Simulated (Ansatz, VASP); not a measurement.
One calculation of KI, two programs

```
K I
1.0
     0.00000    3.54244    3.54244
     3.54244    0.00000    3.54244
     3.54244    3.54244    0.00000
K I
1 1
Direct
  0.00000 0.00000 0.00000
  0.50000 0.50000 0.50000
```

Alike in both runs: task single point; functional PBE; k mesh 4 × 4 × 4; occupations gaussian, width 0.1 eV; no spin polarisation.

```csv
,VASP,Ansatz
version,VASP 6.6.1,Ansatz 0.2.0
potentials or method,"VASP PAW PBE potentials, release 64 (K_sv, I), cutoff 520 eV","scalar-relativistic, plane waves, PAW"
valence electrons in the cell,16,26
```

|  | VASP | Ansatz | Ansatz less VASP |
| --- | --- | --- | --- |
| gap on the k mesh at the Fermi level (eV) | 3.94 | 3.95 | +0.004 |
| least direct gap on the mesh (eV) | 3.94 | 3.95 | +0.004 |
| pressure (GPa) | 0.5 | 0.5 | -0.03 |

With one functional, cell and mesh, what is left measures potentials, basis and numerics. VASP's potentials hold 16 valence electrons a cell and Ansatz's 26, so a difference there can come from the potentials and not from the codes.

Neither program's run includes spin-orbit coupling.
